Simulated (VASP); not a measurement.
# MnO (Fm-3m) in VASP: notebook

The runs below take MnO through single point, with PBE+U.

All numbers are computed with VASP 6.6.1; they aren't measurements. Logs are shortened: lines on timing, memory, paths and dates and some standing lists are left out, and cuts for length are marked.

## Step 1: The cell of the first run

The structure is cubic, space group Fm-3m (No. 225). Conventional cell: a = 4.386 Å, b = 4.386 Å, c = 4.386 Å, α = 90.00°, β = 90.00°, γ = 90.00°. Within 2.9 Å of Mn (site symmetry m-3m) lie 6 O at 2.19 Å. Within 2.9 Å of O (site symmetry m-3m) lie 6 Mn at 2.19 Å.

## Step 2: Single point, PBE+U, collinear spin, ferromagnetic start

Contents of INCAR:

```
SYSTEM = MnO
PREC = Accurate
ENCUT = 520
EDIFF = 1E-6
ISMEAR = -1
SIGMA = 0.05
LREAL = .FALSE.
LASPH = .TRUE.
NELM = 150
ALGO = Normal
ISIF = 2
LWAVE = .FALSE.
LCHARG = .TRUE.
ISPIN = 2
MAGMOM = 2.8 0
LORBIT = 11
LMAXMIX = 4
LDAU = .TRUE.
LDAUTYPE = 2
LDAUL = 2 -1
LDAUU = 3.5 0
LDAUJ = 0 0
LDAUPRINT = 1
GGA = PE
LELF = .TRUE.
LVHAR = .TRUE.
NBANDS = 20
```

Contents of KPOINTS:

```
regular mesh
0
G
  10 10 10
  0 0 0
```

Contents of POSCAR:

```
MnO
1.0
    0.0000000000      2.1929557765      2.1929557765
    2.1929557765      0.0000000000      2.1929557765
    2.1929557765      2.1929557765      0.0000000000
Mn O
1 1
Direct
    0.0000000000      0.0000000000      0.0000000000
    0.5000000000      0.5000000000      0.5000000000
```

Potentials or basis: VASP PAW PBE potentials, release 64 (Mn_pv, O).

On the command line:

```
> cat potpaw_PBE.64/Mn_pv/POTCAR potpaw_PBE.64/O/POTCAR > POTCAR
> mpirun -np 1 vasp_std > vasp.out
```

OUTCAR:

```text
SYSTEM = MnO
   PREC = Accurate
   ENCUT = 520
   EDIFF = 1E-6
   ISMEAR = -1
   LREAL = .FALSE.
   LASPH = .TRUE.
   NELM = 150
   ISIF = 2
   ISPIN = 2
   LORBIT = 11
   GGA = PE

 ion  position               nearest neighbor table
   1  0.000  0.000  0.000-   2 2.19   2 2.19   2 2.19   2 2.19   2 2.19   2 2.19
   2  0.500  0.500  0.500-   1 2.19   1 2.19   1 2.19   1 2.19   1 2.19   1 2.19

  LATTYP: Found a face centered cubic cell.
 ALAT       =     4.3859115530

  Lattice vectors:

 A1 = (   0.0000000000,   2.1929557765,   2.1929557765)
 A2 = (   2.1929557765,   0.0000000000,   2.1929557765)
 A3 = (   2.1929557765,   2.1929557765,   0.0000000000)

Analysis of symmetry for initial positions (statically):
=====================================================================
 Subroutine PRICEL returns:
 Original cell was already a primitive cell.

 Routine SETGRP: Setting up the symmetry group for a
 face centered cubic supercell.

 Subroutine GETGRP returns: Found 48 space group operations
 (whereof 48 operations were pure point group operations)
 out of a pool of 48 trial point group operations.

The static configuration has the point symmetry O_h .

Analysis of symmetry for dynamics (positions and initial velocities):
=====================================================================
 Subroutine PRICEL returns:
 Original cell was already a primitive cell.

 Routine SETGRP: Setting up the symmetry group for a
 face centered cubic supercell.

 Subroutine GETGRP returns: Found 48 space group operations
 (whereof 48 operations were pure point group operations)
 out of a pool of 48 trial point group operations.

The dynamic configuration has the point symmetry O_h .

Analysis of structural, dynamic, and magnetic symmetry:
=====================================================================
 Subroutine PRICEL returns:
 Original cell was already a primitive cell.

 Routine SETGRP: Setting up the symmetry group for a
 face centered cubic supercell.

 Subroutine GETGRP returns: Found 48 space group operations
 (whereof 48 operations were pure point group operations)
 out of a pool of 48 trial point group operations.

The overall configuration has the point symmetry O_h .

 Subroutine INISYM returns: Found 48 space group operations
 (whereof 48 operations are pure point group operations),
 and found     1 'primitive' translations

----------------------------------------------------------------------------------------

                                     Primitive cell

  volume of cell :      21.0921

  direct lattice vectors                    reciprocal lattice vectors
     0.000000000  2.192955776  2.192955776    -0.228002774  0.228002774  0.228002774
     2.192955776  0.000000000  2.192955776     0.228002774 -0.228002774  0.228002774
     2.192955776  2.192955776  0.000000000     0.228002774  0.228002774 -0.228002774

  length of vectors
     3.101307801  3.101307801  3.101307801     0.394912389  0.394912389  0.394912389

  position of ions in fractional coordinates (direct lattice)
     0.000000000  0.000000000  0.000000000
     0.500000000  0.500000000  0.500000000

  ion indices of the primitive-cell ions
   primitive index   ion index
                 1           1
                 2           2

----------------------------------------------------------------------------------------

 KPOINTS: regular mesh

Automatic generation of k-mesh.
 Grid dimensions read from file:
 generate k-points for:   10   10   10

 Generating k-lattice:

  Cartesian coordinates                     Fractional coordinates (reciprocal lattice)
[... 56 lines left out ...]
   LSORBIT =      F    spin-orbit coupling
   LASPH  =      T    aspherical Exc in radial PAW
   ENCUT  =  520.0 eV  38.22 Ry    6.18 a.u.   5.77  5.77  5.77*2*pi/ulx,y,z
   NELM   =    150;   NELMIN=  2; NELMDL= -5     # of ELM steps
   EDIFF  = 0.1E-05   stopping-criterion for ELM
   LREAL  =      F    real-space projection
   EDIFFG = 0.1E-04   stopping-criterion for IOM
   NSW    =      0    number of steps for IOM
   IBRION =     -1    ionic relax: 0-MD 1-quasi-New 2-CG
   NFREE  =      0    steps in history (QN), initial steepest desc. (CG)
   ISIF   =      2    stress and relaxation
   ISYM   =      2    0-nonsym 1-usesym 2-fastsym
   POTIM  = 0.5000    time-step for ionic-motion
   TEBEG  =    0.0;   TEEND  =   0.0 temperature during run
   PSTRESS=    0.0 pullay stress
   NELECT =      19.0000    total number of electrons
   NUPDOWN=      -1.0000    fix difference up-down
   EMIN   =  10.00;   EMAX   =-10.00  energy-range for DOS
   EFERMI =   0.00;   METHOD = LEGACY
   ISMEAR =    -1;   SIGMA  =   0.05  broadening in eV -4-tet -1-fermi 0-gaus
   EFERMI_NEDOS =   21; number of points for ismear=-14 and -15
   IALGO  =     38    algorithm
   IMIX   =      4    mixing-type and parameters
     AMIX     =   0.40;   BMIX     =  1.00
     AMIX_MAG =   1.60;   BMIX_MAG =  1.00
  volume/ion in A,a.u.               =      10.55        71.17
  Fermi-wavevector in a.u.,A,eV,Ry     =   1.581076  2.987801 34.011874  2.499802
  Thomas-Fermi vector in A             =   2.681207
   LORBIT       =     11    0 simple, 1 ext, 2 COOP (PROOUT), +10 PAW based schemes
 LDA+U is selected, type is set to LDAUTYPE =  2
   angular momentum for each species LDAUL =     2   -1
   U (eV)           for each species LDAUU =   3.5  0.0
   J (eV)           for each species LDAUJ =   0.0  0.0
   GGA     = PE    functional components
   LHFCALC =     F    Hartree Fock is set to
   AEXX    =    0.0000 exact exchange contribution
   IVDW    =     0    specifies the selected vdW correction
   LEPSILON=     F    determine dielectric tensor
   LRPA    =     F    only Hartree local field effects (RPA)
 spin polarized calculation
  energy-cutoff  :      520.00
  volume of cell :       21.09
 maximum number of plane-waves:       588
   NGX = 11   NGY = 11   NGZ = 11

atom =   1  type =  1  l = 2

 onsite density matrix

spin component  1

  0.9393  0.0000 -0.0000 -0.0000 -0.0000
  0.0000  0.9393 -0.0000 -0.0000 -0.0000
 -0.0000 -0.0000  0.9790 -0.0000 -0.0000
 -0.0000 -0.0000 -0.0000  0.9393 -0.0000
 -0.0000 -0.0000 -0.0000 -0.0000  0.9790

spin component  2

  0.0212  0.0000  0.0000 -0.0000  0.0000
  0.0000  0.0212 -0.0000  0.0000  0.0000
  0.0000 -0.0000  0.0808 -0.0000  0.0000
 -0.0000  0.0000 -0.0000  0.0212  0.0000
  0.0000  0.0000  0.0000  0.0000  0.0808

 occupancies and eigenvectors

  o =  0.0212  v =  0.0000  0.0000  0.0000  0.0000  0.0000 -0.0008  0.9999 -0.0000  0.0114 -0.0000      0.0000  0.0000  0.0000  0.0000  0.0000  0.0000  0.0000  0.0000  0.0000  0.0000
  o =  0.0212  v =  0.0000  0.0000  0.0000  0.0000  0.0000  0.0023 -0.0114  0.0000  0.9999  0.0000      0.0000  0.0000  0.0000  0.0000  0.0000  0.0000  0.0000  0.0000  0.0000  0.0000
  o =  0.0212  v =  0.0000  0.0000  0.0000  0.0000  0.0000  1.0000  0.0008 -0.0000 -0.0023 -0.0000      0.0000  0.0000  0.0000  0.0000  0.0000  0.0000  0.0000  0.0000  0.0000  0.0000
  o =  0.0808  v =  0.0000  0.0000  0.0000  0.0000  0.0000  0.0000  0.0000 -0.0044 -0.0000  1.0000      0.0000  0.0000  0.0000  0.0000  0.0000  0.0000  0.0000  0.0000  0.0000  0.0000
  o =  0.0808  v =  0.0000  0.0000  0.0000  0.0000  0.0000 -0.0000 -0.0000 -1.0000  0.0000 -0.0044      0.0000  0.0000  0.0000  0.0000  0.0000  0.0000  0.0000  0.0000  0.0000  0.0000
  o =  0.9393  v =  0.0000 -0.0038  0.0000 -1.0000  0.0000  0.0000  0.0000  0.0000  0.0000  0.0000      0.0000  0.0000  0.0000  0.0000  0.0000  0.0000  0.0000  0.0000  0.0000  0.0000
  o =  0.9393  v =  0.0000 -1.0000 -0.0000  0.0038  0.0000  0.0000  0.0000  0.0000  0.0000  0.0000      0.0000  0.0000  0.0000  0.0000  0.0000  0.0000  0.0000  0.0000  0.0000  0.0000
  o =  0.9393  v =  1.0000  0.0000  0.0000  0.0000  0.0000  0.0000  0.0000  0.0000  0.0000  0.0000      0.0000  0.0000  0.0000  0.0000  0.0000  0.0000  0.0000  0.0000  0.0000  0.0000
  o =  0.9790  v =  0.0000  0.0000 -0.9989 -0.0000 -0.0472  0.0000  0.0000  0.0000  0.0000  0.0000      0.0000  0.0000  0.0000  0.0000  0.0000  0.0000  0.0000  0.0000  0.0000  0.0000
  o =  0.9790  v =  0.0000  0.0000 -0.0472  0.0000  0.9989  0.0000  0.0000  0.0000  0.0000  0.0000      0.0000  0.0000  0.0000  0.0000  0.0000  0.0000  0.0000  0.0000  0.0000  0.0000

 number of electron      19.0000002 magnetization       4.9999887

 Free energy of the ion-electron system (eV)
  ---------------------------------------------------
  ext. energy  EPLUGINS =         0.00000000
  ---------------------------------------------------
  free energy    TOTEN  =       -15.47871862 eV

  energy without entropy =      -15.47854539  energy(sigma->0) =      -15.47863200

 E-fermi :   7.7911     XC(G=0): -12.0291

 val. band max:        7.5960065537   @ k =   0.5000   0.0000   0.0000
 cond. band min:       7.7945136299   @ k =   0.0000   0.0000   0.0000
 fundamental gap:      0.1985070762
 Fermi energy:         7.7911221207

 spin component 1

 k-point     1 :       0.0000    0.0000    0.0000
  band No.  band energies     occupation
      1     -42.3090      1.00000
      2     -42.3090      1.00000
      3     -42.3090      1.00000
      4     -12.2939      1.00000
      5       3.3593      1.00000
      6       3.3593      1.00000
[... 1097 lines left out ...]
     19      34.8761      0.00000
     20      36.3744      0.00000

 [... further k-points ...]
[... 5 lines left out ...]
  --------------------------------------------------------------------------------------
  -------------------------------------------------------------------------------------
  Total        2.0119060      2.0119060      2.0119060      0.0000000      0.0000000      0.0000000
  in kB      152.8264976    152.8264976    152.8264976      0.0000000      0.0000000      0.0000000
  external PRESSURE =     152.8264976 kB  Pullay stress =       0.0000000 kB

 VOLUME and BASIS-vectors are now :
 -----------------------------------------------------------------------------
  energy-cutoff  :      520.00
  volume of cell :       21.09
      direct lattice vectors                 reciprocal lattice vectors
     0.000000000  2.192955776  2.192955776    -0.228002774  0.228002774  0.228002774
     2.192955776  0.000000000  2.192955776     0.228002774 -0.228002774  0.228002774
     2.192955776  2.192955776  0.000000000     0.228002774  0.228002774 -0.228002774

 POSITION                                       TOTAL-FORCE (eV/Angst)
 -----------------------------------------------------------------------------------
      0.00000      0.00000      0.00000        -0.000000      0.000000     -0.000000
      2.19296      2.19296      2.19296         0.000000      0.000000      0.000000
 -----------------------------------------------------------------------------------
    total drift:                                0.000000     -0.000000     -0.000000

  FREE ENERGIE OF THE ION-ELECTRON SYSTEM (eV)
  ---------------------------------------------------
  free  energy   TOTEN  =       -15.4787186159 eV

  energy  without entropy=      -15.4785453886  energy(sigma->0) =      -15.47863200

 total charge

# of ion       s       p       d       tot
------------------------------------------
    1        0.215   6.198   4.980  11.394
    2        1.556   3.475   0.000   5.031
--------------------------------------------------
tot          1.771   9.673   4.980  16.424

 magnetization (x)

# of ion       s       p       d       tot
------------------------------------------
    1        0.033   0.028   4.541   4.601
    2        0.026   0.150   0.000   0.176
--------------------------------------------------
tot          0.058   0.178   4.541   4.777
```

Run time: 51 s. Hardware: 1 thread of Intel Xeon 8259CL, shared host; peak memory 0.16 GiB.

What came out:

```yaml
Free_energy: -15.4787 eV
Pressure: 15.3 GPa
Band_gap_on_the_k_mesh: 0.20 eV (least direct gap 3.02 eV)
Net_moment: 5.00 μB per cell
Site_moments: Mn +4.60; O +0.18 μB
Valence_electrons_inside_the_program's_atomic_spheres: Mn 11.39; O 5.03
```

Eigenvalues of the final occupation matrices:
```tsv
site	spin	trace	eigenvalues
site 1 d	1	4.78	0.94 0.94 0.94 0.98 0.98
site 1 d	2	0.23	0.02 0.02 0.02 0.08 0.08
```

Caveat: the cell stands under pressure; semilocal functionals underestimate gaps, and a narrow one can read as zero; a cell with one magnetic atom can't hold antiferromagnetic order, which such compounds often take. The state reached can hang on the start; a lower one may exist.

[end of part 1 of 2]

The gap in the log of VASP goes by the Fermi energy; the results here count the filled bands.